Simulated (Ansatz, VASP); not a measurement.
# MnSb: VASP beside Ansatz

Contents of INCAR:

```
PREC = Accurate
ENCUT = 520
EDIFF = 1E-6
ISMEAR = -1
SIGMA = 0.1
LREAL = F
LASPH = T
NELM = 150
ALGO = Normal
ISIF = 2
LWAVE = F
LCHARG = T
ISPIN = 2
MAGMOM = 4 -4 0 0
LORBIT = 11
LMAXMIX = 4
GGA = PS
LELF = T
LVHAR = T
NBANDS = 30
```

The input KPOINTS:

```
Automatic mesh
0
Gamma
  9 9 6
```

Contents of POSCAR:

```
MnSb
1.0
    4.1500000000      0.0000000000      0.0000000000
   -2.0750000000      3.5940054257      0.0000000000
    0.0000000000      0.0000000000      5.7800000000
Mn Sb
2 2
Direct
    0.0000000000      0.0000000000      0.0000000000
    0.0000000000      0.0000000000      0.5000000000
    0.3333333333      0.6666666667      0.2500000000
    0.6666666667      0.3333333333      0.7500000000
```

Input for Ansatz:

```yaml
crystal:
  lattice:
    - [4.15, 0.0, 0.0]
    - [-2.075, 3.5940054257, 0.0]
    - [0.0, 0.0, 5.78]
  atoms:
    - { symbol: Mn, position: [0.0, 0.0, 0.0], spin: 4.0 }
    - { symbol: Mn, position: [0.0, 0.0, 0.5], spin: -4.0 }
    - { symbol: Sb, position: [0.3333333333, 0.6666666667, 0.25] }
    - { symbol: Sb, position: [0.6666666667, 0.3333333333, 0.75] }
magnetization:
  spin_polarized: true
kpoints:
  mp_grid: { grid: [9, 9, 6] }
scf:
  occupations: { method: fermi_dirac, width: 0.1 }
  lower_state_search: "off"
hamiltonian:
  xc: pbesol
  pseudopotentials: { kind: paw }
output:
  forces: true
  stress: true
  eigenvalues: true
  populations: true
  write_density: true
  write_potential: true
  elf: true
  volumetric_format: npy
```

Alike in both runs: task single point; functional PBEsol; k mesh 9 × 9 × 6; occupations fermi-dirac, width 0.1 eV; collinear spin.

|  | VASP | Ansatz |
| --- | --- | --- |
| version | VASP 6.6.1 | Ansatz 0.2.0 |
| potentials or method | VASP PAW PBE potentials, release 64 (Mn_pv, Sb) | PAW with Ansatz's default frozen-core files, scalar-relativistic |
| plane-wave cutoff (eV) | 520 | 420 |
| valence electrons in the cell | 36 | 60 |

```tsv
	VASP	Ansatz	Ansatz less VASP
pressure (GPa)	-7.5	-7.5	-0.06
traceless stress, the component that is largest in VASP (GPa)	-0.06	-0.08	-0.014
net moment per atom (μB)	0.00	0.00	0.000
size of the moment on the site where the two differ most (μB)	3.31	3.35	+0.038
```

VASP's potentials were made for PBE, not for PBEsol. Site moments also hang on the region over which each program counts them. With one functional, cell and mesh, what is left measures potentials, basis and numerics. VASP's potentials hold 36 valence electrons a cell and Ansatz's 60, so a difference there can come from the potentials and not from the codes.

Neither program's run includes spin-orbit coupling.
